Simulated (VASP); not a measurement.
# P (Fm-3m) in VASP: a series of runs, part 2 of 2

VASP 6.6.1. The steps go on from the part before.

### 3 Density of states, LDA

This run uses another cell than the first one, of 13.85 Å³/atom, 2.222 times its volume.

The input, POSCAR:

```
P
1.0
    0.0000000000      1.9060334215      1.9060334215
    1.9060334215      0.0000000000      1.9060334215
    1.9060334215      1.9060334215      0.0000000000
P
1
Direct
    0.0000000000      0.0000000000      0.0000000000
```

The input, INCAR.step1:

```
SYSTEM = P
PREC = Accurate
ENCUT = 520
EDIFF = 1E-6
ISMEAR = -1
SIGMA = 0.1
LREAL = .FALSE.
LASPH = .TRUE.
NELM = 100
ALGO = Normal
ISIF = 2
LWAVE = .FALSE.
LCHARG = .TRUE.
GGA = CA
NBANDS = 8
```

The input, KPOINTS.step1:

```
Automatic mesh
0
G
  17 17 17
  0 0 0
```

The input, INCAR.step2:

```
SYSTEM = P
PREC = Accurate
ENCUT = 520
EDIFF = 1E-6
ISMEAR = -5
SIGMA = 0.1
LREAL = .FALSE.
LASPH = .TRUE.
NELM = 100
ALGO = Normal
ISIF = 2
LWAVE = .FALSE.
LCHARG = .FALSE.
GGA = CA
LORBIT = 10
NBANDS = 8
NEDOS = 1001
ICHARG = 11
```

The input, KPOINTS.step2:

```
Automatic mesh
0
G
  26 26 26
  0 0 0
```

Potentials or basis: VASP PAW LDA potentials, release 64 (P).

Run with:

```console
cat potpaw_LDA.64/P/POTCAR > POTCAR
cp INCAR.step1 INCAR
cp KPOINTS.step1 KPOINTS
mpirun -np 1 vasp_std > vasp.out
cp INCAR.step2 INCAR
cp KPOINTS.step2 KPOINTS
mpirun -np 1 vasp_std > vasp.out
```

OUTCAR:

```text
SYSTEM = P
   PREC = Accurate
   ENCUT = 520
   EDIFF = 1E-6
   ISMEAR = -5
   LREAL = .FALSE.
   LASPH = .TRUE.
   NELM = 100
   ISIF = 2
   GGA = CA
   LORBIT = 10
   ICHARG = 11

 ion  position               nearest neighbor table
   1  0.000  0.000  0.000-

  LATTYP: Found a face centered cubic cell.
 ALAT       =     3.8120668430

  Lattice vectors:

 A1 = (   0.0000000000,   1.9060334215,   1.9060334215)
 A2 = (   1.9060334215,   0.0000000000,   1.9060334215)
 A3 = (   1.9060334215,   1.9060334215,   0.0000000000)

Analysis of symmetry for initial positions (statically):
=====================================================================
 Subroutine PRICEL returns:
 Original cell was already a primitive cell.

 Routine SETGRP: Setting up the symmetry group for a
 face centered cubic supercell.

 Subroutine GETGRP returns: Found 48 space group operations
 (whereof 48 operations were pure point group operations)
 out of a pool of 48 trial point group operations.

The static configuration has the point symmetry O_h .

Analysis of symmetry for dynamics (positions and initial velocities):
=====================================================================
 Subroutine PRICEL returns:
 Original cell was already a primitive cell.

 Routine SETGRP: Setting up the symmetry group for a
 face centered cubic supercell.

 Subroutine GETGRP returns: Found 48 space group operations
 (whereof 48 operations were pure point group operations)
 out of a pool of 48 trial point group operations.

The dynamic configuration has the point symmetry O_h .

 Subroutine INISYM returns: Found 48 space group operations
 (whereof 48 operations are pure point group operations),
 and found     1 'primitive' translations

----------------------------------------------------------------------------------------

                                     Primitive cell

  volume of cell :      13.8491
[... 107 lines left out ...]
   IMIX   =      4    mixing-type and parameters
     AMIX     =   0.40;   BMIX     =  1.00
     AMIX_MAG =   1.60;   BMIX_MAG =  1.00
  volume/ion in A,a.u.               =      13.85        93.46
  Fermi-wavevector in a.u.,A,eV,Ry     =   1.165711  2.202875 18.488722  1.358883
  Thomas-Fermi vector in A             =   2.302234
   LORBIT       =     10    0 simple, 1 ext, 2 COOP (PROOUT), +10 PAW based schemes
   GGA     = CA    functional components
   LHFCALC =     F    Hartree Fock is set to
   AEXX    =    0.0000 exact exchange contribution
   IVDW    =     0    specifies the selected vdW correction
   LEPSILON=     F    determine dielectric tensor
   LRPA    =     F    only Hartree local field effects (RPA)
 non-spin polarized calculation
 Fermi weights with tetrahedron method with Bloechl corrections
  energy-cutoff  :      520.00
  volume of cell :       13.85
 maximum number of plane-waves:       388

 number of electron       4.9999999 magnetization

 Free energy of the ion-electron system (eV)
  ---------------------------------------------------
  ext. energy  EPLUGINS =         0.00000000
  ---------------------------------------------------
  free energy    TOTEN  =        -5.30414288 eV

  energy without entropy =       -5.30414288  energy(sigma->0) =       -5.30414288

 E-fermi :  10.4496     XC(G=0): -11.7588

 val. band max:       10.4435591912   @ k =  -0.4231   0.1923   0.0000
 cond. band min:      10.2903167101   @ k =  -0.1923   0.1923   0.0000
 fundamental gap:     -0.1532424811
 Fermi energy:        10.4496395428

 k-point     1 :       0.0000    0.0000    0.0000
  band No.  band energies     occupation
      1      -6.3499      2.00000
      2      17.5903      0.00000
      3      17.5903      0.00000
      4      17.5903      0.00000
      5      22.0007      0.00000
      6      22.0007      0.00000
      7      22.0007      0.00000
      8      28.4690      0.00000
[... 243 lines left out ...]
 k-point    24 :       0.3846    0.0385    0.0000
  band No.  band energies     occupation
      1      -2.3995      2.00000
      2       5.1687      2.00000
      3      15.2662      0.00000
      4      15.6326      0.00000
      5      21.0684      0.00000
      6      21.8948      0.00000
      7      22.0784      0.00000
      8      27.9163      0.00000

 [... further k-points ...]
[... 5 lines left out ...]
  --------------------------------------------------------------------------------------
  -------------------------------------------------------------------------------------
  Total        0.0485672      0.0485672      0.0485672      0.0000000      0.0000000      0.0000000
  in kB        5.6186574      5.6186574      5.6186574      0.0000000      0.0000000      0.0000000
  external PRESSURE =       5.6186574 kB  Pullay stress =       0.0000000 kB

 VOLUME and BASIS-vectors are now :
 -----------------------------------------------------------------------------
  energy-cutoff  :      520.00
  volume of cell :       13.85
      direct lattice vectors                 reciprocal lattice vectors
     0.000000000  1.906033422  1.906033422    -0.262324886  0.262324886  0.262324886
     1.906033422  0.000000000  1.906033422     0.262324886 -0.262324886  0.262324886
     1.906033422  1.906033422  0.000000000     0.262324886  0.262324886 -0.262324886

 POSITION                                       TOTAL-FORCE (eV/Angst)
 -----------------------------------------------------------------------------------
      0.00000      0.00000      0.00000         0.000000      0.000000      0.000000
 -----------------------------------------------------------------------------------
    total drift:                                0.000000      0.000000     -0.000000

  FREE ENERGIE OF THE ION-ELECTRON SYSTEM (eV)
  ---------------------------------------------------
  free  energy   TOTEN  =        -5.3041428758 eV

  energy  without entropy=       -5.3041428758  energy(sigma->0) =       -5.30414288

 total charge

# of ion       s       p       d       tot
------------------------------------------
    1        1.169   1.172   0.000   2.341
```

It took 25 s on 1 thread of AMD EPYC 7R13 (Zen 3), shared host; peak memory 0.12 GiB.

Results:

```
Valence electrons inside the program's atomic spheres : P 2.34
```

Caveat: tetrahedron occupations give inexact forces and stress in metals.

### 4 Density of states, LDA

This run uses another cell than the first one, of 13.85 Å³/atom, 2.222 times its volume.

POSCAR is that of step 3.

The input, INCAR.step1:

```
ALGO = Normal
EDIFF = 1E-6
ENCUT = 520
GGA = CA
ISIF = 2
ISMEAR = -1
LASPH = True
LCHARG = True
LREAL = False
LWAVE = False
NBANDS = 8
NELM = 100
PREC = Accurate
SIGMA = 0.1
```

The input, KPOINTS.step1:

```
k-points
0
Gamma
  17 17 17
```

The input, INCAR.step2:

```
ALGO = Normal
EDIFF = 1E-6
ENCUT = 520
GGA = CA
ICHARG = 11
ISIF = 2
ISMEAR = -5
LASPH = True
LCHARG = False
LORBIT = 10
LREAL = False
LWAVE = False
NEDOS = 2001
NELM = 100
PREC = Accurate
SIGMA = 0.1
```

The input, KPOINTS.step2:

```
k-points
0
Gamma
  26 26 26
```

Run with:

```console
cat potpaw_LDA.64/P/POTCAR > POTCAR
cp INCAR.step1 INCAR
cp KPOINTS.step1 KPOINTS
mpirun -np 1 vasp_std > vasp.out
cp INCAR.step2 INCAR
cp KPOINTS.step2 KPOINTS
mpirun -np 1 vasp_std > vasp.out
```

Wall time 20 s (1 thread of AMD EPYC 7R13 (Zen 3), shared host); peak memory 0.11 GiB.

It converged, with:

- Valence electrons inside the program's atomic spheres: P 2.34

Levels at points of the mesh, in eV from the Fermi level:
| k point | band 1 | band 2 | band 3 | band 4 | band 5 | band 6 |
| --- | --- | --- | --- | --- | --- | --- |
| (0.00, 0.00, 0.00) | -16.80 | 7.14 | 7.14 | 7.14 | 11.55 | 11.55 |
| (0.50, 0.00, 0.00) | -10.64 | -8.41 | 5.06 | 5.06 | 10.58 | 10.58 |
| (0.50, 0.50, 0.00) | -7.85 | -7.00 | 0.71 | 0.71 | 4.25 | 5.07 |

Caveat: tetrahedron occupations give inexact forces and stress in metals.
